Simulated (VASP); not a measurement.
Al4GeRu, 6 atoms in the cell. It takes space group F-43m (No. 216, cubic). The conventional cell has a = 7.274 Å, b = 7.274 Å, c = 7.274 Å, α = 90.00°, β = 90.00°, γ = 90.00°. Al (site symmetry 3m) has 6 Al at 2.56 to 2.58 Å and 3 Ru at 3.01 Å and 3 Ge at 3.02 Å within 3.4 Å. Within 4.0 Å of Ge (site symmetry -43m) lie 12 Al at 3.02 Å and 4 Ru at 3.15 Å. Ru (site symmetry -43m) has 12 Al at 3.01 Å and 4 Ge at 3.15 Å within 4.0 Å. 

| Property | Result |
| --- | --- |
| Program | VASP 6.6.1 |
| Task | single point |
| Functional | PBE |
| Potentials or basis | VASP PAW PBE potentials, release 64 (Al, Ge_d, Ru_pv) |
| Cutoff | 520 eV |
| k mesh | 4 × 4 × 4 |
| Occupations | gaussian, width 0.1 eV |
| Spin | no spin polarisation |
| Dipole correction | no |
| Further INCAR settings | ALGO = Normal; EDIFF = 1e-06; NBANDS = 29 |

Potentials or basis: VASP PAW PBE potentials, release 64 (Al, Ge_d, Ru_pv).

The run is started by

```console
$ cat potpaw_PBE.64/Al/POTCAR potpaw_PBE.64/Ge_d/POTCAR potpaw_PBE.64/Ru_pv/POTCAR > POTCAR
$ mpirun -np 1 vasp_std > vasp.out
```

Hardware: 1 thread of AMD EPYC 7R13, with other jobs on the host.

Estimate the wall time of this run.

Run time: 65 s on 1 thread of AMD EPYC 7R13 (shared host), peak memory 0.21 GiB. Counts: scf iterations 14, k points 8.
